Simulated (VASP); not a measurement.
Runs of VASP 6.6.1 on CdF2. The structure is that of space group Fm-3m (No. 225), or close to it. The cells are those of the table. 

```csv
cell,gap on the mesh (eV),pressure (GPa)
"a = 3.688, b = 3.688, c = 3.576 Å, angles 61.0, 61.0, 58.0°, 3 atoms",3.27,20.4
"a = 3.674, b = 3.674, c = 3.600 Å, angles 60.7, 60.7, 58.7°, 3 atoms",3.31,20.5
"a = 3.632, b = 3.632, c = 3.521 Å, angles 61.0, 61.0, 58.0°, 3 atoms",3.44,30.8
"a = 3.661, b = 3.661, c = 3.624 Å, angles 60.3, 60.3, 59.3°, 3 atoms",(a),20.5
"a = 3.605, b = 3.605, c = 3.568 Å, angles 60.3, 60.3, 59.3°, 3 atoms",3.50,30.9
"a = 3.637, b = 3.637, c = 3.673 Å, angles 59.7, 59.7, 60.7°, 3 atoms",3.34,20.5
"a = 3.581, b = 3.581, c = 3.616 Å, angles 59.7, 59.7, 60.7°, 3 atoms",3.50,(b)
```

Alike in all rows: task single point; level PBEsol; potentials or basis VASP PAW PBE potentials, release 64 (Cd, F); no spin polarisation; k mesh 8 × 8 × 8; cutoff (eV) 520; smearing gaussian 0.05 eV.

Fill in the values left out.

(a) 3.33; (b) 31.0.

Caveats: the PAW data sets were made with another functional, which shifts forces and pressure a little; the cell stands under pressure (at least some runs); the stress differs along the axes, from 16 to 23 GPa (at least some runs); the stress differs along the axes, from 26 to 33 GPa (at least some runs).

A k mesh can miss the band edges, and the runs leave out spin-orbit coupling on Cd.
